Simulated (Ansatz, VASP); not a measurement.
**One calculation of TiSn, two programs**

The input INCAR:

```
PREC = Accurate ; ENCUT = 600
EDIFF = 1E-6 ; ISMEAR = -1
SIGMA = 0.05 ; LREAL = F
LASPH = T ; NELM = 100
ALGO = Normal ; ISIF = 3
LWAVE = F ; LCHARG = F
GGA = PE ; IVDW = 12
IBRION = 2 ; NSW = 60
EDIFFG = -0.01
```

Contents of KPOINTS:

```
Automatic mesh
0
Gamma
  8 8 8
```

Contents of POSCAR:

```
TiSn
1.0
    0.0000000000      2.8005500000      2.8005500000
    2.8005500000      0.0000000000      2.8005500000
    2.8005500000      2.8005500000      0.0000000000
Ti Sn
1 1
Direct
    0.0000000000      0.0000000000      0.0000000000
    0.5000000000      0.5000000000      0.5000000000
```

input.yaml

```yaml
crystal:
  lattice:
    - [0.0, 2.80055, 2.80055]
    - [2.80055, 0.0, 2.80055]
    - [2.80055, 2.80055, 0.0]
  atoms:
    - { symbol: Ti, position: [0.0, 0.0, 0.0] }
    - { symbol: Sn, position: [0.5, 0.5, 0.5] }
hamiltonian:
  xc: pbe
  pseudopotentials: { kind: paw }
  dispersion: d3bj
kpoints:
  mp_grid: { grid: [8, 8, 8] }
scf:
  occupations: { method: fermi_dirac, width: 0.05 }
output:
  forces: true
  stress: true
  eigenvalues: true
relax:
  f_tol: 0.01
  max_steps: 40
  cell: { stress_tol: 0.05 }
```

Alike in both runs: task relaxation of cell and atoms; functional PBE; dispersion D3(BJ); k mesh 8 × 8 × 8; occupations fermi-dirac, width 0.05 eV; no spin polarisation.

|  | VASP | Ansatz |
| --- | --- | --- |
| version | VASP 6.6.1 | Ansatz 0.2.0 |
| potentials or method | VASP PAW PBE potentials, release 64 (Ti_sv, Sn_d) | Ansatz PAW |
| plane-wave cutoff (eV) | 600 | 420 |
| valence electrons in the cell | 26 | 26 |

Ansatz gave:

| Item | Value |
| --- | --- |
| gap on the k mesh at the Fermi level, each at its own relaxed structure (eV) | none |
| relaxed volume (Å³/atom) | 21.06 |
| relaxed length of the cell vector where the two differ most in proportion (Å) | 3.906 |

Q: Which values does VASP return?

A: gap on the k mesh at the Fermi level, each at its own relaxed structure (eV): none; relaxed volume (Å³/atom): 21.08; relaxed length of the cell vector where the two differ most in proportion (Å): 3.906.

A gap of «none» marks a metal or a gap that the smearing closes.

Noted on Ansatz's run: the plane-wave basis is chosen anew once the cell has moved, so the energies of steps on either side of that aren't comparable.
